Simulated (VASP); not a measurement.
**Ge: single point with PBE**

Ge:

```
CELL_PARAMETERS angstrom
3.94356 0.00000 0.00000
-1.97178 3.41522 0.00000
0.00000 0.00000 6.51019
ATOMIC_POSITIONS crystal
Ge 0.33333 0.66667 0.93710
Ge 0.66667 0.33333 0.43710
Ge 0.33333 0.66667 0.56290
Ge 0.66667 0.33333 0.06290
```

This cell differs from its parent crystal: volume scaled by 0.96.

```
Program             : VASP 6.6.1
Task                : single point
Functional          : PBE
Potentials or basis : VASP PAW PBE potentials, release 64 (Ge_d)
Cutoff              : 520 eV
k mesh              : 8 × 8 × 4
Occupations         : fermi-dirac, width 0.05 eV
Spin                : no spin polarisation
```

```json
{
 "Pressure": "6.0 GPa",
 "Largest force": "0.023 eV/Å",
 "Band gap on the k mesh": "zero (filled and empty bands touch)"
}
```

Forces in eV/Å, atoms in the order of the input:
```
Ge   0.000  0.000 -0.023
Ge   0.000  0.000 -0.023
Ge   0.000  0.000  0.023
Ge   0.000  0.000  0.023
```

Stress tensor (GPa, compression positive):
```
6.15 0.00 0.00
0.00 6.15 0.00
0.00 0.00 5.84
```

Levels at points of the mesh, in eV from the Fermi level:
| k point | band 24 | band 25 | band 26 | band 27 | band 28 | band 29 | band 30 | band 31 | band 32 | band 33 |
| --- | --- | --- | --- | --- | --- | --- | --- | --- | --- | --- |
| (0.00, 0.00, 0.00) | -1.67 | -1.67 | -0.29 | -0.09 | 0.01 | 0.01 | 0.26 | 2.14 | 2.14 | 2.67 |
| (0.50, 0.00, 0.00) | -6.97 | -4.91 | -3.33 | -3.08 | -1.63 | 0.38 | 1.66 | 3.45 | 3.61 | 4.30 |
| (0.00, 0.00, 0.50) | -4.99 | -1.02 | -1.02 | -1.02 | -1.02 | 0.71 | 0.71 | 3.28 | 3.28 | 3.28 |
| (0.50, 0.00, 0.50) | -8.15 | -2.77 | -2.77 | -2.65 | -2.65 | 0.44 | 0.44 | 1.96 | 1.96 | 6.12 |

Run time: 49 s on 1 thread of Intel(R) Xeon(R) Platinum 8488C (Sapphire Rapids), on a shared host, peak memory 0.22 GiB.
